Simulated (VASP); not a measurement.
Write the native input for VASP 6.6.1 that does the following.

```
Task                   : relaxation of cell and atoms
Functional             : PBE
Potentials or basis    : VASP PAW PBE potentials, release 64 (P)
Cutoff                 : 600 eV
k mesh                 : 6 × 6 × 6
Occupations            : gaussian, width 0.1 eV
Spin                   : no spin polarisation
Dipole correction      : no
Further INCAR settings : ALGO = Normal; EDIFF = 1e-06; IBRION = 2; EDIFFG = -0.04; NSW = 90; ISIF = 3
```

The structure of P lies in POSCAR:

```
P
1.0
   -1.7180874500      2.9107036600      4.8712690300
    1.7180874500     -2.9107036600      4.8712690300
    1.7180874500      2.9107036600     -4.8712690300
P
6
Direct
    0.3290336300      0.0000000000      0.3290336300
    0.6709663700      0.0000000000      0.6709663700
    0.8915721100      0.2101918600      0.6813802500
    0.4711883900      0.7898081400      0.6813802500
    0.5288116100      0.2101918600      0.3186197500
    0.1084278900      0.7898081400      0.3186197500
```

The cell was built from a structure type or drawn by symmetry, and may not be a known phase.

These files were run (other wordings do the same):

INCAR

```
  ALGO = Normal
  EDIFF = 1E-6
  EDIFFG = -0.04
  ENCUT = 600
  GGA = PE
  IBRION = 2
  ISIF = 3
  ISMEAR = 0
  LASPH = True
  LCHARG = False
  LREAL = False
  LWAVE = False
  NELM = 60
  NSW = 90
  PREC = Accurate
  SIGMA = 0.1
```

KPOINTS

```
k-points
0
Gamma
  6 6 6
```

Potentials or basis: VASP PAW PBE potentials, release 64 (P).

Command:

```bash
$ cat potpaw_PBE.64/P/POTCAR > POTCAR
$ mpirun -np 1 vasp_std > vasp.out
```

Results of the run:

```json
{"Relaxed volume": "18.63 Å³/atom", "Relaxed cell": "a = 7.318 Å, b = 7.318 Å, c = 7.318 Å, α = 154.82°, β = 137.72°, γ = 49.85°", "Space group after relaxing (to 0.1 Å)": "Immm (No. 71)", "Energy gained by relaxing": "848.4 meV/atom", "Ionic steps": "24", "Pressure after relaxing": "-0.1 GPa", "Largest force after relaxing": "0.033 eV/Å", "Band gap on the k mesh": "zero (bands 15 and 16 overlap by 2.04 eV)"}
```

Caveat: a cell axis changed by over 15 % at a fixed basis, so the end point is rough.

It took 20 min on 1 thread of Intel(R) Xeon(R) 6975P-C (Granite Rapids) (shared host), peak memory 0.37 GiB.
